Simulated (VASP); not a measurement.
# GdO (F-43m) in VASP: notebook

The runs below take GdO through single point, with PBE+U.

Program: VASP 6.6.1. These are calculated values, not measurements. Logs are shortened: lines on timing, memory, paths and dates and some standing lists are left out, and cuts for length are marked.

### Step 1. The cell of the first run

It takes space group F-43m (No. 216, cubic). The conventional cell has a = 5.326 Å, b = 5.326 Å, c = 5.326 Å, α = 90.00°, β = 90.00°, γ = 90.00°. Gd (site symmetry -43m) has 4 O at 2.31 Å within 3.0 Å. O (site symmetry -43m) has 4 Gd at 2.31 Å within 3.0 Å.

### Step 2. Single point, PBE+U, collinear spin, ferromagnetic start

Input file INCAR:

```
SYSTEM = GdO
PREC = Accurate ; ENCUT = 520
EDIFF = 1E-6 ; ISMEAR = 0
SIGMA = 0.05 ; LREAL = .False.
LASPH = .True. ; NELM = 150
ALGO = Normal ; ISIF = 2
LWAVE = .False. ; LCHARG = .True.
ISPIN = 2 ; MAGMOM = 7.7 0.02
LORBIT = 11 ; LMAXMIX = 6
LDAU = .True. ; LDAUTYPE = 2
LDAUL = 3 -1 ; LDAUU = 6 0
LDAUJ = 0 0 ; LDAUPRINT = 1
GGA = PE ; LELF = .True.
LVHAR = .True. ; NBANDS = 23
```

Input file KPOINTS:

```
regular mesh
0
Gamma
  8 8 8
  0 0 0
```

Input file POSCAR:

```
GdO
1.0
    0.0000000000      2.6628728225      2.6628728225
    2.6628728225      0.0000000000      2.6628728225
    2.6628728225      2.6628728225      0.0000000000
Gd O
1 1
Direct
    0.0000000000      0.0000000000      0.0000000000
    0.2500000000      0.2500000000      0.2500000000
```

Potentials or basis: VASP PAW PBE potentials, release 64 (Gd, O).

Run with:

```console
$ cat potpaw_PBE.64/Gd/POTCAR potpaw_PBE.64/O/POTCAR > POTCAR
$ mpirun -np 1 vasp_std > vasp.out
```

OUTCAR:

```text
SYSTEM = GdO
   PREC = Accurate
   ENCUT = 520
   EDIFF = 1E-6
   ISMEAR = 0
   LREAL = .False.
   LASPH = .True.
   NELM = 150
   ISIF = 2
   ISPIN = 2
   LORBIT = 11
   GGA = PE

 ion  position               nearest neighbor table
   1  0.000  0.000  0.000-   2 2.31   2 2.31   2 2.31   2 2.31
   2  0.250  0.250  0.250-   1 2.31   1 2.31   1 2.31   1 2.31

  LATTYP: Found a face centered cubic cell.
 ALAT       =     5.3257456450

  Lattice vectors:

 A1 = (   0.0000000000,   2.6628728225,   2.6628728225)
 A2 = (   2.6628728225,   0.0000000000,   2.6628728225)
 A3 = (   2.6628728225,   2.6628728225,   0.0000000000)

Analysis of symmetry for initial positions (statically):
=====================================================================
 Subroutine PRICEL returns:
 Original cell was already a primitive cell.

 Routine SETGRP: Setting up the symmetry group for a
 face centered cubic supercell.

 Subroutine GETGRP returns: Found 24 space group operations
 (whereof 24 operations were pure point group operations)
 out of a pool of 48 trial point group operations.

The static configuration has the point symmetry T_d .

Analysis of symmetry for dynamics (positions and initial velocities):
=====================================================================
 Subroutine PRICEL returns:
 Original cell was already a primitive cell.

 Routine SETGRP: Setting up the symmetry group for a
 face centered cubic supercell.

 Subroutine GETGRP returns: Found 24 space group operations
 (whereof 24 operations were pure point group operations)
 out of a pool of 48 trial point group operations.

The dynamic configuration has the point symmetry T_d .

Analysis of structural, dynamic, and magnetic symmetry:
=====================================================================
 Subroutine PRICEL returns:
 Original cell was already a primitive cell.

 Routine SETGRP: Setting up the symmetry group for a
 face centered cubic supercell.

 Subroutine GETGRP returns: Found 24 space group operations
 (whereof 24 operations were pure point group operations)
 out of a pool of 48 trial point group operations.

The overall configuration has the point symmetry T_d .

 Subroutine INISYM returns: Found 24 space group operations
 (whereof 24 operations are pure point group operations),
 and found     1 'primitive' translations

----------------------------------------------------------------------------------------

                                     Primitive cell

  volume of cell :      37.7643

  direct lattice vectors                    reciprocal lattice vectors
     0.000000000  2.662872822  2.662872822    -0.187767135  0.187767135  0.187767135
     2.662872822  0.000000000  2.662872822     0.187767135 -0.187767135  0.187767135
     2.662872822  2.662872822  0.000000000     0.187767135  0.187767135 -0.187767135

  length of vectors
     3.765870860  3.765870860  3.765870860     0.325222217  0.325222217  0.325222217
[... 113 lines left out ...]
   IVDW    =     0    specifies the selected vdW correction
   LEPSILON=     F    determine dielectric tensor
   LRPA    =     F    only Hartree local field effects (RPA)
 spin polarized calculation
 Gauss-broadening in eV      SIGMA  =   0.05
  energy-cutoff  :      520.00
  volume of cell :       37.76
 maximum number of plane-waves:      1036
   NGX = 13   NGY = 13   NGZ = 13

atom =   1  type =  1  l = 3

 onsite density matrix

spin component  1

  0.9920  0.0000 -0.0001 -0.0000  0.0000  0.0000 -0.0000
  0.0000  0.9993  0.0000  0.0000 -0.0000  0.0000  0.0000
 -0.0001  0.0000  0.9920  0.0000 -0.0000  0.0000  0.0000
 -0.0000  0.0000  0.0000  0.9919 -0.0000  0.0000  0.0000
  0.0000 -0.0000 -0.0000 -0.0000  0.9920  0.0000  0.0001
  0.0000  0.0000  0.0000  0.0000  0.0000  0.9921  0.0000
 -0.0000  0.0000  0.0000  0.0000  0.0001  0.0000  0.9920

spin component  2

  0.0037 -0.0000 -0.0001 -0.0000 -0.0000 -0.0000 -0.0000
 -0.0000  0.0104  0.0000 -0.0000 -0.0000 -0.0000  0.0000
 -0.0001  0.0000  0.0038 -0.0000  0.0000  0.0000  0.0000
 -0.0000 -0.0000 -0.0000  0.0036 -0.0000  0.0000  0.0000
 -0.0000 -0.0000  0.0000 -0.0000  0.0038  0.0000  0.0001
 -0.0000 -0.0000  0.0000  0.0000  0.0000  0.0039 -0.0000
 -0.0000  0.0000  0.0000  0.0000  0.0001 -0.0000  0.0037

 occupancies and eigenvectors

  o =  0.0036  v =  0.0000  0.0000  0.0000  0.0000  0.0000  0.0000  0.0000 -0.0002 -0.0000 -0.0001 -1.0000  0.0002  0.0000 -0.0002      0.0000  0.0000  0.0000  0.0000  0.0000  0.0000  0.0000  0.0000  0.0000  0.0000  0.0000  0.0000  0.0000  0.0000
  o =  0.0036  v =  0.0000  0.0000  0.0000  0.0000  0.0000  0.0000  0.0000  0.7906 -0.0000  0.6124 -0.0002 -0.0018 -0.0000  0.0024      0.0000  0.0000  0.0000  0.0000  0.0000  0.0000  0.0000  0.0000  0.0000  0.0000  0.0000  0.0000  0.0000  0.0000
  o =  0.0036  v =  0.0000  0.0000  0.0000  0.0000  0.0000  0.0000  0.0000 -0.0024 -0.0000 -0.0018 -0.0002 -0.6124  0.0000  0.7906      0.0000  0.0000  0.0000  0.0000  0.0000  0.0000  0.0000  0.0000  0.0000  0.0000  0.0000  0.0000  0.0000  0.0000
  o =  0.0039  v =  0.0000  0.0000  0.0000  0.0000  0.0000  0.0000  0.0000 -0.6124 -0.0000  0.7906 -0.0000 -0.0009 -0.0003 -0.0007      0.0000  0.0000  0.0000  0.0000  0.0000  0.0000  0.0000  0.0000  0.0000  0.0000  0.0000  0.0000  0.0000  0.0000
  o =  0.0039  v =  0.0000  0.0000  0.0000  0.0000  0.0000  0.0000  0.0000 -0.0007 -0.0000  0.0009  0.0000  0.7906 -0.0001  0.6124      0.0000  0.0000  0.0000  0.0000  0.0000  0.0000  0.0000  0.0000  0.0000  0.0000  0.0000  0.0000  0.0000  0.0000
  o =  0.0039  v =  0.0000  0.0000  0.0000  0.0000  0.0000  0.0000  0.0000 -0.0002  0.0000  0.0003  0.0000  0.0001  1.0000  0.0001      0.0000  0.0000  0.0000  0.0000  0.0000  0.0000  0.0000  0.0000  0.0000  0.0000  0.0000  0.0000  0.0000  0.0000
  o =  0.0104  v =  0.0000  0.0000  0.0000  0.0000  0.0000  0.0000  0.0000  0.0000 -1.0000  0.0000  0.0000  0.0000  0.0000 -0.0000      0.0000  0.0000  0.0000  0.0000  0.0000  0.0000  0.0000  0.0000  0.0000  0.0000  0.0000  0.0000  0.0000  0.0000
  o =  0.9919  v =  0.0000 -0.0000  0.0000 -0.9995 -0.0194  0.0000  0.0251  0.0000  0.0000  0.0000  0.0000  0.0000  0.0000  0.0000      0.0000  0.0000  0.0000  0.0000  0.0000  0.0000  0.0000  0.0000  0.0000  0.0000  0.0000  0.0000  0.0000  0.0000
  o =  0.9919  v =  0.0000 -0.0000 -0.0000  0.0317 -0.6121  0.0000  0.7902  0.0000  0.0000  0.0000  0.0000  0.0000  0.0000  0.0000      0.0000  0.0000  0.0000  0.0000  0.0000  0.0000  0.0000  0.0000  0.0000  0.0000  0.0000  0.0000  0.0000  0.0000
  o =  0.9919  v = -0.7906  0.0000 -0.6124 -0.0000  0.0000  0.0000 -0.0000  0.0000  0.0000  0.0000  0.0000  0.0000  0.0000  0.0000      0.0000  0.0000  0.0000  0.0000  0.0000  0.0000  0.0000  0.0000  0.0000  0.0000  0.0000  0.0000  0.0000  0.0000
  o =  0.9921  v =  0.0000 -0.0000  0.0000  0.0000 -0.0030  1.0000 -0.0023  0.0000  0.0000  0.0000  0.0000  0.0000  0.0000  0.0000      0.0000  0.0000  0.0000  0.0000  0.0000  0.0000  0.0000  0.0000  0.0000  0.0000  0.0000  0.0000  0.0000  0.0000
  o =  0.9921  v =  0.0000 -0.0000 -0.0000 -0.0000  0.7906  0.0038  0.6124  0.0000  0.0000  0.0000  0.0000  0.0000  0.0000  0.0000      0.0000  0.0000  0.0000  0.0000  0.0000  0.0000  0.0000  0.0000  0.0000  0.0000  0.0000  0.0000  0.0000  0.0000
  o =  0.9921  v = -0.6124 -0.0000  0.7906  0.0000 -0.0000 -0.0000  0.0000  0.0000  0.0000  0.0000  0.0000  0.0000  0.0000  0.0000      0.0000  0.0000  0.0000  0.0000  0.0000  0.0000  0.0000  0.0000  0.0000  0.0000  0.0000  0.0000  0.0000  0.0000
  o =  0.9993  v =  0.0000 -1.0000 -0.0000  0.0000 -0.0000 -0.0000 -0.0000  0.0000  0.0000  0.0000  0.0000  0.0000  0.0000  0.0000      0.0000  0.0000  0.0000  0.0000  0.0000  0.0000  0.0000  0.0000  0.0000  0.0000  0.0000  0.0000  0.0000  0.0000

 number of electron      24.0000004 magnetization       7.9414430

 Free energy of the ion-electron system (eV)
  ---------------------------------------------------
  ext. energy  EPLUGINS =         0.00000000
  ---------------------------------------------------
  free energy    TOTEN  =       -21.67258733 eV

  energy without entropy =      -21.67159443  energy(sigma->0) =      -21.67209088

 E-fermi :   4.3798     XC(G=0): -10.2825

 val. band max:        4.3619615901   @ k =   0.3750   0.1250   0.0000
 cond. band min:       4.3827456930   @ k =   0.3750   0.0000   0.0000
 fundamental gap:      0.0207841029
 Fermi energy:         4.3798458279

 spin component 1

 k-point     1 :       0.0000    0.0000    0.0000
  band No.  band energies     occupation
      1     -41.4799      1.00000
      2     -18.6602      1.00000
      3     -18.6602      1.00000
      4     -18.6602      1.00000
      5     -15.2634      1.00000
      6      -4.0521      1.00000
[... 1241 lines left out ...]
     22      13.8235      0.00000
     23      17.4983      0.00000

 [... further k-points ...]

------------------------ aborting loop because EDIFF is reached ----------------------------------------

  FORCE on cell =-STRESS in cart. coord.  units (eV):
  Direction    XX          YY          ZZ          XY          YZ          ZX
  --------------------------------------------------------------------------------------
  -------------------------------------------------------------------------------------
  Total        1.0356756      1.0356756      1.0356756      0.0000000      0.0000000      0.0000000
  in kB       43.9392935     43.9392935     43.9392935      0.0000000      0.0000000      0.0000000
  external PRESSURE =      43.9392935 kB  Pullay stress =       0.0000000 kB

 VOLUME and BASIS-vectors are now :
 -----------------------------------------------------------------------------
  energy-cutoff  :      520.00
  volume of cell :       37.76
      direct lattice vectors                 reciprocal lattice vectors
     0.000000000  2.662872822  2.662872822    -0.187767135  0.187767135  0.187767135
     2.662872822  0.000000000  2.662872822     0.187767135 -0.187767135  0.187767135
     2.662872822  2.662872822  0.000000000     0.187767135  0.187767135 -0.187767135

 POSITION                                       TOTAL-FORCE (eV/Angst)
 -----------------------------------------------------------------------------------
      0.00000      0.00000      0.00000         0.000000      0.000000      0.000000
      1.33144      1.33144      1.33144        -0.000000     -0.000000     -0.000000
 -----------------------------------------------------------------------------------
    total drift:                               -0.000000     -0.000000     -0.000000

  FREE ENERGIE OF THE ION-ELECTRON SYSTEM (eV)
  ---------------------------------------------------
  free  energy   TOTEN  =       -21.6725873296 eV

  energy  without entropy=      -21.6715944346  energy(sigma->0) =      -21.67209088

 total charge

# of ion       s       p       d       f       tot
--------------------------------------------------
    1        2.036   5.648   0.534   6.976  15.195
    2        1.570   3.454   0.000   0.000   5.023
--------------------------------------------------
tot          3.606   9.102   0.534   6.976  20.218

 magnetization (x)

# of ion       s       p       d       f       tot
--------------------------------------------------
    1        0.006  -0.054   0.210   6.913   7.074
    2        0.005   0.002   0.000   0.000   0.007
--------------------------------------------------
tot          0.011  -0.052   0.210   6.913   7.082
```

Wall time 2.2 min (1 thread of Intel Xeon 8259CL, shared host); peak memory 0.21 GiB.

What came out:

```yaml
Free_energy: -21.6726 eV
Pressure: 4.4 GPa
Net_moment: 7.94 μB per cell
Site_moments: Gd +7.07; O +0.01 μB
Valence_electrons_inside_the_program's_atomic_spheres: Gd 15.20; O 5.02
```

Eigenvalues of the final occupation matrices:
```csv
site,spin,trace,eigenvalues
site 1 f,1,6.95,0.99 0.99 0.99 0.99 0.99 0.99 1.00
site 1 f,2,0.03,0.00 0.00 0.00 0.00 0.00 0.00 0.01
```

Caveat: the cell stands under pressure; spin-orbit coupling is left out, which moves the levels of the heavy elements; a cell with one magnetic atom can't hold antiferromagnetic order, which such compounds often take. The state reached can hang on the start; a lower one may exist.

### Step 3. Single point, PBE+U, collinear spin, ferromagnetic start

This run uses another cell than the first one, of 19.65 Å³/atom.

Input file INCAR:

```
  ALGO = Normal
  EDIFF = 1E-6
  ENCUT = 520
  GGA = PE
  ISIF = 2
  ISMEAR = 0
  ISPIN = 2
  LASPH = True
  LCHARG = True
  LDAU = True
  LDAUJ = 0 0
  LDAUL = 3 -1
  LDAUPRINT = 1
  LDAUTYPE = 2
  LDAUU = 6 0
  LELF = True
  LMAXMIX = 6
  LORBIT = 11
  LREAL = False
  LVHAR = True
  LWAVE = False
  MAGMOM = 7.72 0.02
  NBANDS = 23
  NELM = 150
  PREC = Accurate
  SIGMA = 0.05
```

Input file KPOINTS:

```
k-points
0
Gamma
  8 8 8
```

Input file POSCAR:

```
GdO
1.0
    0.0000000000      2.6986203474      2.6986203474
    2.6986203474      0.0000000000      2.6986203474
    2.6986203474      2.6986203474      0.0000000000
Gd O
1 1
Direct
    0.0000000000      0.0000000000      0.0000000000
    0.2500000000      0.2500000000      0.2500000000
```

Potentials or basis: VASP PAW PBE potentials, release 64 (Gd, O).

Run with:

```console
$ cat potpaw_PBE.64/Gd/POTCAR potpaw_PBE.64/O/POTCAR > POTCAR
$ mpirun -np 1 vasp_std > vasp.out
```

Wall time 2.1 min (1 thread of Intel Xeon 8259CL, shared host); peak memory 0.21 GiB.

The run converged. Its results:

```yaml
Free_energy: -21.6947 eV
Pressure: 0.0 GPa
Net_moment: 7.94 μB per cell
Site_moments: Gd +7.07; O +0.01 μB
Valence_electrons_inside_the_program's_atomic_spheres: Gd 15.16; O 5.00
```

Levels at points of the mesh, in eV from the Fermi level:
Spin up:
```
           k point  band 13  band 14  band 15  band 16  band 17  band 18  band 19  band 20
(0.00, 0.00, 0.00)    -5.61    -5.61    -5.61    -2.44     2.46     2.46     4.35     4.35
(0.50, 0.00, 0.00)    -5.40    -5.20    -5.20     0.03     2.33     2.33     2.86     4.44
(0.50, 0.50, 0.00)    -6.19    -4.47    -4.47    -1.03     0.94     4.00     4.45     4.45
```
Spin down:
```tsv
k point	band 6	band 7	band 8	band 9	band 10	band 11
(0.00, 0.00, 0.00)	-5.46	-5.46	-5.46	-1.05	2.72	2.72
(0.50, 0.00, 0.00)	-5.06	-5.06	-5.04	1.42	2.39	2.62
(0.50, 0.50, 0.00)	-6.00	-4.36	-4.36	0.95	1.42	2.78
```

Eigenvalues of the final occupation matrices:
```csv
site,spin,trace,eigenvalues
site 1 f,1,6.95,0.99 0.99 0.99 0.99 0.99 0.99 1.00
site 1 f,2,0.03,0.00 0.00 0.00 0.00 0.00 0.00 0.01
```

Caveat: spin-orbit coupling is left out, which moves the levels of the heavy elements; a cell with one magnetic atom can't hold antiferromagnetic order, which such compounds often take. The state reached can hang on the start; a lower one may exist.

### Step 4. Single point, PBE+U, collinear spin, ferromagnetic start

This run uses another cell than the first one, of 20.04 Å³/atom.

Input file INCAR:

```
PREC     = Accurate       # precision mode
ENCUT    = 520            # plane-wave cutoff, eV
EDIFF    = 1E-7           # SCF threshold, eV
ISMEAR   = 0              # smearing method
SIGMA    = 0.05           # smearing width, eV
LREAL    = False          # projectors in reciprocal space
LASPH    = True           # aspherical terms in the spheres
NELM     = 150            # most SCF steps
ALGO     = Normal         # electronic algorithm
ISIF     = 2              # what is computed and relaxed
LWAVE    = False          # write WAVECAR
LCHARG   = False          # write CHGCAR
ISPIN    = 2              # spin polarisation
MAGMOM   = 7.73 0.02      # initial moments
LORBIT   = 11             # projections on sites
LMAXMIX  = 6              # l up to which the mixer works
LDAU     = True           # DFT+U
LDAUTYPE = 2            
LDAUL    = 3 -1           # shell
LDAUU    = 6 0            # U, eV
LDAUJ    = 0 0          
LDAUPRINT= 1            
GGA      = PE             # functional
NBANDS   = 23             # bands
```

Input file KPOINTS:

```
Automatic mesh
0
Gamma
  8 8 8
```

Input file POSCAR:

```
GdO
1.0
    0.0000000000      2.7161443472      2.7161443472
    2.7161443472      0.0000000000      2.7161443472
    2.7161443472      2.7161443472      0.0000000000
Gd O
1 1
Direct
    0.0000000000      0.0000000000      0.0000000000
    0.2500000000      0.2500000000      0.2500000000
```

Run with:

```console
$ cat potpaw_PBE.64/Gd/POTCAR potpaw_PBE.64/O/POTCAR > POTCAR
$ mpirun -np 1 vasp_std > vasp.out
```

It took 2.7 min on 1 thread of Intel Xeon 8259CL, shared host; peak memory 0.22 GiB.

Results (log left out):

```
Free energy                                           : -21.6908 eV
Pressure                                              : -1.9 GPa
Net moment                                            : 7.94 μB per cell
Site moments                                          : Gd +7.07; O +0.01 μB
Valence electrons inside the program's atomic spheres : Gd 15.15; O 5.00
```

Levels at points of the mesh, in eV from the Fermi level:
Spin up:
```tsv
k point	band 14	band 15	band 16	band 17	band 18	band 19
(0.00, 0.00, 0.00)	-5.50	-5.50	-2.43	2.43	2.43	4.27
(0.50, 0.00, 0.00)	-5.11	-5.11	0.04	2.30	2.30	2.83
(0.50, 0.50, 0.00)	-4.42	-4.42	-1.00	0.94	3.93	4.37
```
Spin down:
```tsv
k point	band 4	band 5	band 6	band 7	band 8	band 9	band 10	band 11	band 12	band 13
(0.00, 0.00, 0.00)	-20.74	-19.20	-5.35	-5.35	-5.35	-1.05	2.68	2.68	2.68	2.97
(0.50, 0.00, 0.00)	-20.83	-18.10	-4.98	-4.97	-4.97	1.41	2.37	2.59	2.59	2.89
(0.50, 0.50, 0.00)	-20.97	-17.79	-5.89	-4.30	-4.30	0.96	1.43	2.74	2.80	2.80
```

Eigenvalues of the final occupation matrices:
```
    site  spin  trace                         eigenvalues
site 1 f     1   6.95  0.99 0.99 0.99 0.99 0.99 0.99 1.00
site 1 f     2   0.03  0.00 0.00 0.00 0.00 0.00 0.00 0.01
```

Caveat: spin-orbit coupling is left out, which moves the levels of the heavy elements; a cell with one magnetic atom can't hold antiferromagnetic order, which such compounds often take.

### Step 5. The runs side by side

| cell | gap on the mesh (eV) | pressure (GPa) | moment (μB) |
| --- | --- | --- | --- |
| a = 3.766 Å, angles 60.0°, 2 atoms | none | 4.4 | 7.94 |
| a = 3.816 Å, angles 60.0°, 2 atoms | none | 0.0 | 7.94 |
| a = 3.841 Å, angles 60.0°, 2 atoms | none | -1.9 | 7.94 |

Alike in all rows: task single point; level PBE+U; potentials or basis VASP PAW PBE potentials, release 64 (Gd, O); spin collinear, ferromagnetic start; Gd f U = 6.0 eV; k mesh 8 × 8 × 8; cutoff (eV) 520; smearing gaussian 0.05 eV.

Caveats: spin-orbit coupling is left out, which moves the levels of the heavy elements; a cell with one magnetic atom can't hold antiferromagnetic order, which such compounds often take; the cell stands under pressure (at least some runs).

Total energies depend on the potentials used, so only differences within one code and one set of settings carry meaning.
